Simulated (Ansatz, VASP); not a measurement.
# One calculation of Mg, two programs

Contents of INCAR:

```
SYSTEM = Mg
ALGO = Normal
EDIFF = 1E-6
ENCUT = 520
GGA = CA
ISIF = 2
ISMEAR = -1
LASPH = .True.
LCHARG = .False.
LREAL = .False.
LWAVE = .False.
NBANDS = 7
NELM = 100
PREC = Accurate
SIGMA = 0.1
```

Contents of KPOINTS:

```
k-points
0
Gamma
  14 14 14
  0 0 0
```

File POSCAR:

```
Mg
1.0
    0.0000000000      2.2163967854      2.2163967854
    2.2163967854      0.0000000000      2.2163967854
    2.2163967854      2.2163967854      0.0000000000
Mg
1
Direct
    0.0000000000      0.0000000000      0.0000000000
```

Input for Ansatz:

```yaml
crystal:
  lattice:
    - [0.0, 2.2163967854, 2.2163967854]
    - [2.2163967854, 0.0, 2.2163967854]
    - [2.2163967854, 2.2163967854, 0.0]
  atoms:
    - { symbol: Mg, position: [0.0, 0.0, 0.0] }
hamiltonian:
  xc: lda
  pseudopotentials:
    kind: paw
    azcp:
      Mg: "pseudopotentials/Mg.paw.azcp"
basis:
  ecutwfc: 420
  fft_grid_basis: typed
kpoints:
  mp_grid: { grid: [14, 14, 14], shift: [0, 0, 0] }
magnetization:
  spin_polarized: false
scf:
  occupations: { method: fermi_dirac, width: 0.1 }
  lower_state_search: "off"
output:
  stress: true
```

Alike in both runs: task single point; functional LDA; k mesh 14 × 14 × 14; occupations fermi-dirac, width 0.1 eV; no spin polarisation.

|  | VASP | Ansatz |
| --- | --- | --- |
| version | VASP 6.6.1 | Ansatz 0.2.0 |
| potentials or method | VASP PAW LDA potentials, release 64 (Mg), cutoff 520 eV | plane waves (420 eV) with PAW, scalar-relativistic |
| valence electrons in the cell | 2 | 10 |

```csv
,VASP,Ansatz,Ansatz less VASP
pressure (GPa),-0.2,0.1,+0.32
```

Ansatz warns that its potentials were made for another functional, while VASP's fit it. LDA's correlation is that of Perdew and Zunger in VASP and of Perdew and Wang (1992) in Ansatz. VASP's potentials hold 2 valence electrons a cell and Ansatz's 10, so a difference there can come from the potentials and not from the codes.
